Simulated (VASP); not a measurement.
Runs of VASP 6.6.1 on Gd. The structure is that of space group Im-3m (No. 229), or close to it. The cells are those of the table. This isn't the form of Gd at room conditions, which is hcp.

```csv
cell,gap on the mesh (eV),pressure (GPa),moment (μB)
"a = 2.825 Å, angles 109.5°, 1 atom",none,60.5,7.27
"a = 3.206 Å, angles 109.5°, 1 atom",none,13.9,7.56
"a = 2.692 Å, angles 109.5°, 1 atom",none,91.4,6.85
"a = 2.963 Å, angles 109.5°, 1 atom",none,(b),7.49
"a = 3.089 Å, angles 109.5°, 1 atom",none,(a),(c)
```

Alike in all rows: task single point; level PBE; potentials or basis VASP PAW PBE potentials, release 64 (Gd); spin collinear, ferromagnetic start; k mesh 15 × 15 × 15; cutoff (eV) 520; smearing fermi-dirac 0.08 eV.

Task: Estimate the missing entries.

Result: (a) 23.6; (b) 38.2; (c) 7.53.

Caveats: the cell stands under pressure; spin-orbit coupling is left out, which moves the levels of the heavy elements; semilocal functionals describe open f shells poorly, which spoils levels, moments and volumes.

A k mesh can miss the band edges, and the runs leave out spin-orbit coupling on Gd.

A gap of «none» marks levels without a gap at the run's occupations.
